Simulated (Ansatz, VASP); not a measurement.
# Two plane-wave programs on C

File INCAR:

```
SYSTEM = C
ALGO = Normal ; EDIFF = 1E-7
EDIFFG = -0.05 ; ENCUT = 600
GGA = CA ; GGA_COMPAT = .FALSE.
IBRION = 2 ; ISIF = 3
ISMEAR = 0 ; LASPH = .TRUE.
LCHARG = .FALSE. ; LREAL = .FALSE.
LWAVE = .FALSE. ; NELM = 120
NELMIN = 4 ; NSW = 100
PREC = Accurate ; SIGMA = 0.1
```

File KPOINTS:

```
k-points
0
G
  10 10 10
  0 0 0
```

The input POSCAR:

```
C
1.0
    0.0000000000      1.7800000000      1.7800000000
    1.7800000000      0.0000000000      1.7800000000
    1.7800000000      1.7800000000      0.0000000000
C
2
Direct
    0.0000000000      0.0000000000      0.0000000000
    0.2500000000      0.2500000000      0.2500000000
```

Input for Ansatz:

```yaml
crystal:
  lattice:
    - [0.0, 1.78, 1.78]
    - [1.78, 0.0, 1.78]
    - [1.78, 1.78, 0.0]
  atoms:
    - { symbol: C, position: [0.0, 0.0, 0.0] }
    - { symbol: C, position: [0.25, 0.25, 0.25] }
basis:
  ecutwfc: 420
kpoints:
  mp_grid: { grid: [10, 10, 10] }
hamiltonian:
  xc: lda
  pseudopotentials: { kind: paw, azcp: { folder: soft_1 } }
scf:
  occupations: { method: gaussian, width: 0.1 }
output:
  forces: true
  stress: true
  eigenvalues: true
relax:
  adjacent_minimum: "off"
  f_tol: 0.05
  max_steps: 80
  cell: { stress_tol: 0.5 }
```

Alike in both runs: task relaxation of cell and atoms; functional LDA; k mesh 10 × 10 × 10; occupations gaussian, width 0.1 eV; no spin polarisation.

|  | VASP | Ansatz |
| --- | --- | --- |
| version | VASP 6.6.1 | Ansatz 0.2.0 |
| potentials or method | VASP PAW LDA potentials, release 64 (C), cutoff 600 eV | scalar-relativistic, plane waves, PAW |
| valence electrons in the cell | 8 | 8 |

|  | VASP | Ansatz | Ansatz less VASP |
| --- | --- | --- | --- |
| gap on the k mesh at the Fermi level, each at its own relaxed structure (eV) | 4.20 | 4.21 | +0.012 |
| relaxed volume (Å³/atom) | 5.52 | 5.51 | -0.011 |
| relaxed cell length with the largest relative difference (Å) | 2.499 | 2.497 | -0.0016 |

Ansatz warns that its potentials were made for another functional, while VASP's fit it. LDA's correlation is that of Perdew and Zunger in VASP and of Perdew and Wang (1992) in Ansatz.
